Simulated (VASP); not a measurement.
BeSe3, 8 atoms in the cell. It takes space group F-43m (No. 216, cubic). Conventional cell: a = 8.783 Å, b = 8.783 Å, c = 8.783 Å, α = 90.00°, β = 90.00°, γ = 90.00°. Be (site symmetry -43m) has 6 Se at 2.28 Å within 3.0 Å. Be (site symmetry -43m) has 12 Se at 3.11 Å and 4 Be at 3.80 Å within 4.1 Å. Within 3.3 Å of Se (site symmetry 2mm) lie 3 Be at 2.28 to 3.11 Å and 8 Se at 2.99 to 3.22 Å. The cell was generated, and may not be a known phase.

- Program: VASP 6.6.1
- Task: single point
- Functional: PBE
- Potentials or basis: VASP PAW PBE potentials, release 64 (Be, Se)
- Cutoff: 520 eV
- k mesh: 3 × 3 × 3
- Occupations: gaussian, width 0.2 eV
- Spin: no spin polarisation
- Dipole correction: no
- Further INCAR settings: ALGO = Normal; EDIFF = 1e-06; NBANDS = 30

Potentials or basis: VASP PAW PBE potentials, release 64 (Be, Se).

The run is started by

```bash
$ cat potpaw_PBE.64/Be/POTCAR potpaw_PBE.64/Se/POTCAR > POTCAR
$ mpirun -np 1 vasp_std > vasp.out
```

Hardware: 1 thread of Intel Xeon 8259CL, with other jobs on the host.

Task: How long does it take, and how much memory?

Result: Wall time 51 s on 1 thread of Intel Xeon 8259CL, on a shared host, peak memory 0.3 GiB. Counts: scf iterations 13, k points 4.
